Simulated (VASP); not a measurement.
A run of VASP 6.6.1 is set up as follows.

Contents of INCAR:

```
SYSTEM = HfB2
ALGO = Normal
EDIFF = 1E-6
ENCUT = 520
GGA = RE
ISIF = 2
ISMEAR = -1
LASPH = .TRUE.
LCHARG = .TRUE.
LELF = .TRUE.
LREAL = .FALSE.
LVHAR = .TRUE.
LWAVE = .FALSE.
NBANDS = 15
NELM = 80
PREC = Accurate
SIGMA = 0.05
```

KPOINTS

```
k-points
0
G
  10 10 8
  0 0 0
```

POSCAR

```
HfB2
1.0
    3.1400000000      0.0000000000      0.0000000000
   -1.5700000000      2.7193197679      0.0000000000
    0.0000000000      0.0000000000      3.4800000000
Hf B
1 2
Direct
    0.0000000000      0.0000000000      0.0000000000
    0.6666666667      0.3333333333      0.5000000000
    0.3333333333      0.6666666667      0.5000000000
```

Potentials or basis: VASP PAW PBE potentials, release 64 (Hf_pv, B).

Command:

```sh
$ cat potpaw_PBE.64/Hf_pv/POTCAR potpaw_PBE.64/B/POTCAR > POTCAR
$ mpirun -np 1 vasp_std > vasp.out
```

Task: What does it give for the pressure?

Result: 4.1 GPa.

Task: Estimate the band gap on the k mesh.

Result: Zero (band 8 reaches 8.35 eV, above the bottom of band 9 at 7.52 eV).

Stress tensor (GPa, compression positive):
```
3.92 0.00 0.00
0.00 3.92 0.00
0.00 0.00 4.44
```

Caveat: the PAW data sets were made with another functional, which shifts forces and pressure a little; spin-orbit coupling is left out, which moves the levels of the heavy elements.
